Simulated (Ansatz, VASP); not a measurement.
## Pd: VASP beside Ansatz

```
CELL_PARAMETERS angstrom
4.54067 0.00000 0.00000
-2.27033 3.93233 0.00000
0.00000 0.00000 2.70218
ATOMIC_POSITIONS crystal
Pd 0.00000 0.00000 0.00000
Pd 0.33333 0.66667 0.50000
Pd 0.66667 0.33333 0.50000
```

Alike in both runs: task single point; functional PBEsol; k mesh 9 × 9 × 13; occupations fermi-dirac, width 0.1 eV; no spin polarisation.

|  | VASP | Ansatz |
| --- | --- | --- |
| version | VASP 6.6.1 | Ansatz 0.2.0 |
| potentials or method | VASP PAW PBE potentials, release 64 (Pd), cutoff 520 eV | plane waves (420 eV) with PAW, scalar-relativistic |
| valence electrons in the cell | 30 | 54 |

|  | VASP | Ansatz | Ansatz less VASP |
| --- | --- | --- | --- |
| pressure (GPa) | -12.2 | -11.9 | +0.28 |
| traceless stress, the component that is largest in VASP (GPa) | 0.22 | 0.18 | -0.034 |

VASP's potentials were made for PBE, not for PBEsol, and Ansatz warns of the same on its side. VASP's potentials hold 30 valence electrons a cell and Ansatz's 54, so a difference there can come from the potentials and not from the codes.
